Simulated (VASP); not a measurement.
Write the native input for VASP 6.6.1 that does the following.

* Task: single point
* Functional: PBE
* Potentials or basis: VASP PAW PBE potentials, release 64 (Cd, Se)
* Cutoff: 520 eV
* k mesh: 6 × 6 × 6
* Occupations: gaussian, width 0.01 eV
* Spin: no spin polarisation
* Dipole correction: no
* Further INCAR settings: ALGO = Normal; EDIFF = 1e-07; NBANDS = 16

The structure of CdSe lies in POSCAR:

```
CdSe
1.0
    0.0000000000      3.0906045131      3.0906045131
    3.0906045131      0.0000000000      3.0906045131
    3.0906045131      3.0906045131      0.0000000000
Cd Se
1 1
Direct
    0.0000000000      0.0000000000      0.0000000000
    0.7500000000      0.7500000000      0.7500000000
```

These files were run (other wordings do the same):

INCAR

```
PREC = Accurate
ENCUT = 520
EDIFF = 1E-7
ISMEAR = 0
SIGMA = 0.01
LREAL = False
LASPH = True
NELM = 80
ALGO = Normal
ISIF = 2
LWAVE = False
LCHARG = True
GGA = PE
LELF = True
LVHAR = True
NBANDS = 16
```

KPOINTS

```
regular mesh
0
Gamma
  6 6 6
```

Potentials or basis: VASP PAW PBE potentials, release 64 (Cd, Se).

Run with:

```console
$ cat potpaw_PBE.64/Cd/POTCAR potpaw_PBE.64/Se/POTCAR > POTCAR
$ mpirun -np 1 vasp_std > vasp.out
```

It gave:

The pressure is 0.6 GPa and the band gap on the k mesh is 0.51 eV, direct.

Wall time 23 s on 1 thread of AMD EPYC 7R13 Processor (Zen 3) (shared host), peak memory 0.17 GiB.
